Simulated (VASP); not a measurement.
# Rh (Cmcm) in VASP: notebook

Runs on Rh. Level: PBEsol. Tasks: single point.

Everything below comes from runs of VASP 6.6.1. Logs are shortened: lines on timing, memory, paths and dates and some standing lists are left out, and cuts for length are marked.

## 1. The cell of the first run

Symmetry: Cmcm, No. 63, orthorhombic system. Conventional cell: a = 2.936 Å, b = 4.730 Å, c = 4.428 Å, α = 90.00°, β = 90.00°, γ = 90.00°. Within 3.6 Å of Rh (site symmetry m2m) lie 12 Rh at 2.72 to 2.94 Å.

## 2. Single point, PBEsol (strain +0.0750 x Voigt [1, 0, 0, 0, 0, 0])

INCAR

```
SYSTEM = Rh
ALGO     = Fast           ! electronic algorithm
EDIFF    = 1E-6           ! SCF threshold, eV
ENCUT    = 520            ! plane-wave cutoff, eV
GGA      = PS             ! functional
ISIF     = 2              ! what is computed and relaxed
ISMEAR   = 0              ! smearing method
LASPH    = .TRUE.         ! aspherical terms in the spheres
LCHARG   = .TRUE.         ! write CHGCAR
LELF     = .TRUE.         ! ELF
LREAL    = .FALSE.        ! projectors in reciprocal space
LVHAR    = .TRUE.       
LWAVE    = .FALSE.        ! write WAVECAR
NBANDS   = 22             ! bands
NELM     = 100            ! most SCF steps
PREC     = Accurate       ! precision mode
SIGMA    = 0.15           ! smearing width, eV
```

KPOINTS

```
k-points
0
G
  18 18 12
  0 0 0
```

POSCAR

```
Rh
1.0
    2.9358024704      0.0000000000      0.0000000000
   -1.4679012352      2.3650972278      0.0000000000
    0.0000000000      0.0000000000      4.4284890000
Rh
2
Direct
    0.6666666667      0.3333333333      0.7500000000
    0.3333333333      0.6666666667      0.2500000000
```

Potentials or basis: VASP PAW PBE potentials, release 64 (Rh_pv).

On the command line:

```
> cat potpaw_PBE.64/Rh_pv/POTCAR > POTCAR
> mpirun -np 1 vasp_std > vasp.out
```

OUTCAR:

```text
SYSTEM = Rh
   EDIFF = 1E-6
   ENCUT = 520
   GGA = PS
   ISIF = 2
   ISMEAR = 0
   LASPH = .TRUE.
   LREAL = .FALSE.
   NELM = 100
   PREC = Accurate

 ion  position               nearest neighbor table
   1  0.667  0.333  0.750-   2 2.72   2 2.72   2 2.77   2 2.77   2 2.77   2 2.77
   2  0.333  0.667  0.250-   1 2.72   1 2.72   1 2.77   1 2.77   1 2.77   1 2.77

  Warning from LATTYP: Monoclinic adjustment (A1->A3, A2->A1, A3->A2)!
  LATTYP: Found a base centered orthorhombic cell.
 ALAT       =     2.9358024704
 B/A-ratio  =     1.6112100536
 C/A-ratio  =     1.5084424258

  Lattice vectors:

 A1 = (   1.4679012352,  -2.3650972278,   0.0000000000)
 A2 = (   1.4679012352,   2.3650972278,   0.0000000000)
 A3 = (   0.0000000000,   0.0000000000,   4.4284890000)

Analysis of symmetry for initial positions (statically):
=====================================================================
 Subroutine PRICEL returns:
 Original cell was already a primitive cell.

 Routine SETGRP: Setting up the symmetry group for a
 base centered orthorhombic supercell.

 Subroutine GETGRP returns: Found  8 space group operations
 (whereof  4 operations were pure point group operations)
 out of a pool of  8 trial point group operations.

The static configuration has the point symmetry C_2h.
 The point group associated with its full space group is D_2h.

Analysis of symmetry for dynamics (positions and initial velocities):
=====================================================================
 Subroutine PRICEL returns:
 Original cell was already a primitive cell.

 Routine SETGRP: Setting up the symmetry group for a
 base centered orthorhombic supercell.

 Subroutine GETGRP returns: Found  8 space group operations
 (whereof  4 operations were pure point group operations)
 out of a pool of  8 trial point group operations.

The dynamic configuration has the point symmetry C_2h.
 The point group associated with its full space group is D_2h.

 Subroutine INISYM returns: Found  8 space group operations
 (whereof  4 operations are pure point group operations),
 and found     1 'primitive' translations

----------------------------------------------------------------------------------------

                                     Primitive cell

  volume of cell :      30.7490

[... 84 lines left out ...]
   LSORBIT =      F    spin-orbit coupling
   LASPH  =      T    aspherical Exc in radial PAW
   ENCUT  =  520.0 eV  38.22 Ry    6.18 a.u.   5.46  5.18  8.23*2*pi/ulx,y,z
   NELM   =    100;   NELMIN=  2; NELMDL= -5     # of ELM steps
   EDIFF  = 0.1E-05   stopping-criterion for ELM
   LREAL  =      F    real-space projection
   EDIFFG = 0.1E-04   stopping-criterion for IOM
   NSW    =      0    number of steps for IOM
   IBRION =     -1    ionic relax: 0-MD 1-quasi-New 2-CG
   NFREE  =      0    steps in history (QN), initial steepest desc. (CG)
   ISIF   =      2    stress and relaxation
   ISYM   =      2    0-nonsym 1-usesym 2-fastsym
   POTIM  = 0.5000    time-step for ionic-motion
   TEBEG  =    0.0;   TEEND  =   0.0 temperature during run
   PSTRESS=    0.0 pullay stress
   NELECT =      30.0000    total number of electrons
   NUPDOWN=      -1.0000    fix difference up-down
   EMIN   =  10.00;   EMAX   =-10.00  energy-range for DOS
   EFERMI =   0.00;   METHOD = LEGACY
   ISMEAR =     0;   SIGMA  =   0.15  broadening in eV -4-tet -1-fermi 0-gaus
   EFERMI_NEDOS =   21; number of points for ismear=-14 and -15
   IALGO  =     68    algorithm
   IMIX   =      4    mixing-type and parameters
     AMIX     =   0.40;   BMIX     =  1.00
     AMIX_MAG =   1.60;   BMIX_MAG =  1.00
  volume/ion in A,a.u.               =      15.37       103.75
  Fermi-wavevector in a.u.,A,eV,Ry     =   1.623696  3.068341 35.870256  2.636389
  Thomas-Fermi vector in A             =   2.717104
   LORBIT       =      0    0 simple, 1 ext, 2 COOP (PROOUT), +10 PAW based schemes
   GGA     = PS    functional components
   LHFCALC =     F    Hartree Fock is set to
   AEXX    =    0.0000 exact exchange contribution
   IVDW    =     0    specifies the selected vdW correction
   LEPSILON=     F    determine dielectric tensor
   LRPA    =     F    only Hartree local field effects (RPA)
 non-spin polarized calculation
 RMM-DIIS sequential band-by-band and
 Gauss-broadening in eV      SIGMA  =   0.15
  energy-cutoff  :      520.00
  volume of cell :       30.75
 maximum number of plane-waves:       850
 NGX is ok and might be reduce to    24
   NGX = 11   NGY = 11   NGZ = 17

 number of electron      30.0000004 magnetization

 Free energy of the ion-electron system (eV)
  ---------------------------------------------------
  ext. energy  EPLUGINS =         0.00000000
  ---------------------------------------------------
  free energy    TOTEN  =       -15.82675264 eV

  energy without entropy =      -15.78087629  energy(sigma->0) =      -15.80381447

 E-fermi :   9.9020     XC(G=0): -13.5038

 val. band max:        9.9016232762   @ k =   0.2222   0.2778   0.1667
 cond. band min:       9.9034716108   @ k =   0.4444   0.1667   0.0833
 fundamental gap:      0.0018483345
 Fermi energy:         9.9019723307

 k-point     1 :       0.0000    0.0000    0.0000
  band No.  band energies     occupation
      1     -36.8827      2.00000
      2     -36.3891      2.00000
      3     -36.3768      2.00000
      4     -36.3283      2.00000
      5     -36.2971      2.00000
      6     -36.2899      2.00000
[... 589 lines left out ...]
     21      24.7480      0.00000
     22      26.9037      0.00000

 [... further k-points ...]

------------------------ aborting loop because EDIFF is reached ----------------------------------------

  FORCE on cell =-STRESS in cart. coord.  units (eV):
  Direction    XX          YY          ZZ          XY          YZ          ZX
  --------------------------------------------------------------------------------------
  -------------------------------------------------------------------------------------
  Total       -6.0818235     -4.0758326     -4.6131511      0.0000000      0.0000000      0.0000000
  in kB     -316.8932537   -212.3711498   -240.3681160      0.0000000      0.0000000      0.0000000
  external PRESSURE =    -256.5441732 kB  Pullay stress =       0.0000000 kB

 VOLUME and BASIS-vectors are now :
 -----------------------------------------------------------------------------
  energy-cutoff  :      520.00
  volume of cell :       30.75
      direct lattice vectors                 reciprocal lattice vectors
     2.935802470  0.000000000  0.000000000     0.340622372  0.211407799  0.000000000
    -1.467901235  2.365097228  0.000000000     0.000000000  0.422815599  0.000000000
     0.000000000  0.000000000  4.428489000     0.000000000  0.000000000  0.225810655

 POSITION                                       TOTAL-FORCE (eV/Angst)
 -----------------------------------------------------------------------------------
      1.46790      0.78837      3.32137         0.000000      0.107937      0.000000
     -0.00000      1.57673      1.10712         0.000000     -0.107937      0.000000
 -----------------------------------------------------------------------------------
    total drift:                               -0.000000      0.000000     -0.000000

  FREE ENERGIE OF THE ION-ELECTRON SYSTEM (eV)
  ---------------------------------------------------
  free  energy   TOTEN  =       -15.8267526446 eV

  energy  without entropy=      -15.7808762945  energy(sigma->0) =      -15.80381447
```

OSZICAR:

```text
N       E                     dE             d eps       ncg     rms          rms(c)
DAV:   1     0.323251095350E+03    0.32325E+03   -0.19041E+04 28108   0.156E+03
DAV:   2    -0.100616189148E+02   -0.33331E+03   -0.32178E+03 29270   0.466E+02
DAV:   3    -0.170277383210E+02   -0.69661E+01   -0.69158E+01 32450   0.759E+01
DAV:   4    -0.170743550522E+02   -0.46617E-01   -0.46611E-01 31630   0.628E+00
DAV:   5    -0.170750858401E+02   -0.73079E-03   -0.73078E-03 32846   0.817E-01    0.122E+01
RMM:   6    -0.158520237760E+02    0.12231E+01   -0.31313E+00 28605   0.146E+01    0.341E+00
RMM:   7    -0.158340351799E+02    0.17989E-01   -0.90114E-02 29615   0.229E+00    0.173E+00
RMM:   8    -0.158274310336E+02    0.66041E-02   -0.15381E-02 30572   0.125E+00    0.279E-01
RMM:   9    -0.158267258328E+02    0.70520E-03   -0.26841E-03 32333   0.452E-01    0.364E-02
RMM:  10    -0.158267504615E+02   -0.24629E-04   -0.18314E-04 33263   0.141E-01    0.105E-02
RMM:  11    -0.158267527265E+02   -0.22650E-05   -0.28257E-05 36105   0.534E-02    0.445E-03
RMM:  12    -0.158267526446E+02    0.81905E-07   -0.62962E-06 31063   0.245E-02
   1 F= -.15826753E+02 E0= -.15803814E+02  d E =-.458764E-01
```

stdout:

```text
POSCAR found type information on POSCAR Rh
 POSCAR found :  1 types and       2 ions
 scaLAPACK will be used
 -----------------------------------------------------------------------------
|                                                                             |
|                                                                             |
|     You enforced a specific xc type in the INCAR file but a different       |
|     I HOPE YOU KNOW WHAT YOU ARE DOING!                                     |
|                                                                             |
 -----------------------------------------------------------------------------

 LDA part: xc-table for (Slater+PW92), standard interpolation
 POSCAR, INCAR and KPOINTS ok, starting setup
 FFT: planning ... GRIDC
 FFT: planning ... GRID_SOFT
 FFT: planning ... GRID
 WAVECAR not read
 entering main loop
```

Run time: 3.1 min. Hardware: 1 thread of Intel Xeon Platinum 8488C (Sapphire Rapids), shared host; peak memory 0.42 GiB.

What came out:

```
Free energy            : -15.8268 eV
Pressure               : -25.7 GPa
Largest force          : 0.108 eV/Å
Band gap on the k mesh : zero (bands 15 and 16 overlap by 1.98 eV)
```

Forces on the atoms (eV/Å):
```
Rh   0.000  0.108  0.000
Rh   0.000 -0.108  0.000
```

Caveat: the cell differs from its parent crystal (strain +0.0750 x Voigt [1, 0, 0, 0, 0, 0]); the cell stands under tension; the PAW data sets were made with another functional, which shifts forces and pressure a little.

## 3. Single point, PBEsol (strain +0.0875 x Voigt [1, 0, 0, 0, 0, 0])

INCAR

```
PREC = Accurate
ENCUT = 520
EDIFF = 1E-6
ISMEAR = 0
SIGMA = 0.15
LREAL = False
LASPH = True
NELM = 80
ALGO = Fast
ISIF = 2
LWAVE = False
LCHARG = False
GGA = PS
NBANDS = 22
```

KPOINTS

```
Automatic mesh
0
Gamma
  18 18 12
```

POSCAR

```
Rh
1.0
    2.9699397084      0.0000000000      0.0000000000
   -1.4849698542      2.3650972278      0.0000000000
    0.0000000000      0.0000000000      4.4284890000
Rh
2
Direct
    0.6666666667      0.3333333333      0.7500000000
    0.3333333333      0.6666666667      0.2500000000
```

Potentials or basis: VASP PAW PBE potentials, release 64 (Rh_pv).

On the command line:

```
> cat potpaw_PBE.64/Rh_pv/POTCAR > POTCAR
> mpirun -np 1 vasp_std > vasp.out
```

OUTCAR:

```text
PREC = Accurate
   ENCUT = 520
   EDIFF = 1E-6
   ISMEAR = 0
   LREAL = False
   LASPH = True
   NELM = 80
   ISIF = 2
   GGA = PS

 ion  position               nearest neighbor table
   1  0.667  0.333  0.750-   2 2.72   2 2.72   2 2.78   2 2.78   2 2.78   2 2.78
   2  0.333  0.667  0.250-   1 2.72   1 2.72   1 2.78   1 2.78   1 2.78   1 2.78

  Warning from LATTYP: Monoclinic adjustment (A1->A3, A2->A1, A3->A2)!
  LATTYP: Found a base centered orthorhombic cell.
 ALAT       =     2.9699397084
 B/A-ratio  =     1.5926903978
 C/A-ratio  =     1.4911040071

  Lattice vectors:

 A1 = (   1.4849698542,  -2.3650972278,   0.0000000000)
 A2 = (   1.4849698542,   2.3650972278,   0.0000000000)
 A3 = (   0.0000000000,   0.0000000000,   4.4284890000)

Analysis of symmetry for initial positions (statically):
=====================================================================
 Subroutine PRICEL returns:
 Original cell was already a primitive cell.

 Routine SETGRP: Setting up the symmetry group for a
 base centered orthorhombic supercell.

 Subroutine GETGRP returns: Found  8 space group operations
 (whereof  4 operations were pure point group operations)
 out of a pool of  8 trial point group operations.

The static configuration has the point symmetry C_2h.
 The point group associated with its full space group is D_2h.

Analysis of symmetry for dynamics (positions and initial velocities):
=====================================================================
 Subroutine PRICEL returns:
 Original cell was already a primitive cell.

 Routine SETGRP: Setting up the symmetry group for a
 base centered orthorhombic supercell.

 Subroutine GETGRP returns: Found  8 space group operations
 (whereof  4 operations were pure point group operations)
 out of a pool of  8 trial point group operations.

The dynamic configuration has the point symmetry C_2h.
 The point group associated with its full space group is D_2h.

[... 114 lines left out ...]
   EFERMI_NEDOS =   21; number of points for ismear=-14 and -15
   IALGO  =     68    algorithm
   IMIX   =      4    mixing-type and parameters
     AMIX     =   0.40;   BMIX     =  1.00
     AMIX_MAG =   1.60;   BMIX_MAG =  1.00
  volume/ion in A,a.u.               =      15.55       104.96
  Fermi-wavevector in a.u.,A,eV,Ry     =   1.617451  3.056540 35.594859  2.616148
  Thomas-Fermi vector in A             =   2.711874
   LORBIT       =      0    0 simple, 1 ext, 2 COOP (PROOUT), +10 PAW based schemes
   GGA     = PS    functional components
   LHFCALC =     F    Hartree Fock is set to
   AEXX    =    0.0000 exact exchange contribution
   IVDW    =     0    specifies the selected vdW correction
   LEPSILON=     F    determine dielectric tensor
   LRPA    =     F    only Hartree local field effects (RPA)
 non-spin polarized calculation
 RMM-DIIS sequential band-by-band and
 Gauss-broadening in eV      SIGMA  =   0.15
  energy-cutoff  :      520.00
  volume of cell :       31.11
 maximum number of plane-waves:       857
 NGX is ok and might be reduce to    24
   NGX = 11   NGY = 11   NGZ = 17

 number of electron      30.0000001 magnetization

 Free energy of the ion-electron system (eV)
  ---------------------------------------------------
  ext. energy  EPLUGINS =         0.00000000
  ---------------------------------------------------
  free energy    TOTEN  =       -15.75487343 eV

  energy without entropy =      -15.70713232  energy(sigma->0) =      -15.73100287

 E-fermi :   9.7108     XC(G=0): -13.4305

 val. band max:        9.7097393400   @ k =   0.3889   0.0000   0.0833
 cond. band min:       9.7120776766   @ k =   0.0000   0.0000   0.4167
 fundamental gap:      0.0023383366
 Fermi energy:         9.7108489797

 k-point     1 :       0.0000    0.0000    0.0000
  band No.  band energies     occupation
      1     -37.0390      2.00000
      2     -36.5562      2.00000
      3     -36.5369      2.00000
      4     -36.4990      2.00000
      5     -36.4643      2.00000
      6     -36.4513      2.00000
[... 589 lines left out ...]
     21      24.3958      0.00000
     22      26.6797      0.00000

 [... further k-points ...]

------------------------ aborting loop because EDIFF is reached ----------------------------------------

  FORCE on cell =-STRESS in cart. coord.  units (eV):
  Direction    XX          YY          ZZ          XY          YZ          ZX
  --------------------------------------------------------------------------------------
  -------------------------------------------------------------------------------------
  Total       -6.4282844     -4.3465981     -4.9271186      0.0000000     -0.0000000      0.0000000
  in kB     -331.0956393   -223.8761667   -253.7764949      0.0000000     -0.0000000      0.0000000
  external PRESSURE =    -269.5827670 kB  Pullay stress =       0.0000000 kB

 VOLUME and BASIS-vectors are now :
 -----------------------------------------------------------------------------
  energy-cutoff  :      520.00
  volume of cell :       31.11
      direct lattice vectors                 reciprocal lattice vectors
     2.969939708  0.000000000  0.000000000     0.336707172  0.211407799  0.000000000
    -1.484969854  2.365097228  0.000000000     0.000000000  0.422815599  0.000000000
     0.000000000  0.000000000  4.428489000     0.000000000  0.000000000  0.225810655

 POSITION                                       TOTAL-FORCE (eV/Angst)
 -----------------------------------------------------------------------------------
      1.48497      0.78837      3.32137         0.000000      0.124350      0.000000
     -0.00000      1.57673      1.10712        -0.000000     -0.124350     -0.000000
 -----------------------------------------------------------------------------------
    total drift:                               -0.000000      0.000000     -0.000000

  FREE ENERGIE OF THE ION-ELECTRON SYSTEM (eV)
  ---------------------------------------------------
  free  energy   TOTEN  =       -15.7548734314 eV

  energy  without entropy=      -15.7071323156  energy(sigma->0) =      -15.73100287
```

OSZICAR:

```text
N       E                     dE             d eps       ncg     rms          rms(c)
DAV:   1     0.323746358425E+03    0.32375E+03   -0.19078E+04 28132   0.155E+03
DAV:   2    -0.996743557987E+01   -0.33371E+03   -0.32206E+03 29174   0.466E+02
DAV:   3    -0.169498713658E+02   -0.69824E+01   -0.69336E+01 32528   0.760E+01
DAV:   4    -0.169968326159E+02   -0.46961E-01   -0.46955E-01 31398   0.628E+00
DAV:   5    -0.169975658182E+02   -0.73320E-03   -0.73320E-03 33248   0.818E-01    0.119E+01
RMM:   6    -0.157785817269E+02    0.12190E+01   -0.31602E+00 28561   0.146E+01    0.329E+00
RMM:   7    -0.157620096792E+02    0.16572E-01   -0.87168E-02 29596   0.224E+00    0.170E+00
RMM:   8    -0.157554131966E+02    0.65965E-02   -0.13752E-02 30600   0.119E+00    0.244E-01
RMM:   9    -0.157548493435E+02    0.56385E-03   -0.24871E-03 32222   0.433E-01    0.454E-02
RMM:  10    -0.157548702104E+02   -0.20867E-04   -0.18191E-04 33513   0.143E-01    0.101E-02
RMM:  11    -0.157548732553E+02   -0.30449E-05   -0.36963E-05 35120   0.608E-02    0.488E-03
RMM:  12    -0.157548734314E+02   -0.17613E-06   -0.74693E-06 32480   0.259E-02
   1 F= -.15754873E+02 E0= -.15731003E+02  d E =-.477411E-01
```

stdout:

```text
POSCAR found type information on POSCAR Rh
 POSCAR found :  1 types and       2 ions
 scaLAPACK will be used
 -----------------------------------------------------------------------------
|                                                                             |
|                                                                             |
|     You enforced a specific xc type in the INCAR file but a different       |
|     I HOPE YOU KNOW WHAT YOU ARE DOING!                                     |
|                                                                             |
 -----------------------------------------------------------------------------

 LDA part: xc-table for (Slater+PW92), standard interpolation
 POSCAR, INCAR and KPOINTS ok, starting setup
 FFT: planning ... GRIDC
 FFT: planning ... GRID_SOFT
 FFT: planning ... GRID
 WAVECAR not read
 entering main loop
```

Run time: 3 min. Hardware: 1 thread of Intel Xeon Platinum 8488C (Sapphire Rapids), shared host; peak memory 0.42 GiB.

Results:

| Item | Value |
| --- | --- |
| Free energy | -15.7549 eV |
| Pressure | -27.0 GPa |
| Largest force | 0.124 eV/Å |
| Band gap on the k mesh | zero (bands 15 and 16 overlap by 1.94 eV) |

Forces in eV/Å, atoms in the order of the input:
```
Rh   0.000  0.124  0.000
Rh   0.000 -0.124  0.000
```

Levels at points of the mesh, in eV from the Fermi level:
```tsv
k point	band 12	band 13	band 14	band 15	band 16	band 17	band 18	band 19
(0.00, 0.00, 0.00)	-1.93	-1.88	-1.73	-1.51	0.01	0.21	1.17	7.98
(0.50, 0.00, 0.00)	-2.01	-1.92	0.06	0.37	0.63	2.43	4.16	9.29
(0.00, 0.50, 0.00)	-1.73	-1.35	0.36	0.53	0.66	2.94	4.92	10.21
(0.00, 0.00, 0.50)	-2.61	-2.21	-2.21	-0.48	-0.48	-0.19	-0.19	14.60
(0.50, 0.00, 0.50)	-1.35	-0.33	-0.33	0.32	0.32	2.26	2.26	7.74
(0.00, 0.50, 0.50)	-1.77	-0.17	-0.17	0.53	0.53	2.90	2.90	8.82
```

Caveat: the cell differs from its parent crystal (strain +0.0875 x Voigt [1, 0, 0, 0, 0, 0]); the cell stands under tension; the PAW data sets were made with another functional, which shifts forces and pressure a little.

(Continued in part 2 of 2.)
